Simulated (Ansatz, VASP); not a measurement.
**Ba: VASP beside Ansatz**

```xyz
1
Lattice="3.8832 0.0000 0.0000 0.0000 3.8832 0.0000 0.0000 0.0000 3.8832" Properties=species:S:1:pos:R:3 pbc="T T T"
Ba    0.0000    0.0000    0.0000
```

Change from the starting cell: volume scaled by 0.95.

Alike in both runs: task single point; functional PBE; k mesh 13 × 13 × 13; occupations fermi-dirac, width 0.05 eV; no spin polarisation.

|  | VASP | Ansatz |
| --- | --- | --- |
| version | VASP 6.6.1 | Ansatz 0.2.0 |
| potentials or method | VASP PAW PBE potentials, release 64 (Ba_sv), cutoff 520 eV | all-electron LAPW, scalar-relativistic |

```tsv
	VASP	Ansatz	Ansatz less VASP
pressure (GPa)	0.6	0.4	-0.16
```

Ansatz ran all-electron here, and VASP with PAW potentials.

Neither program's run includes spin-orbit coupling.
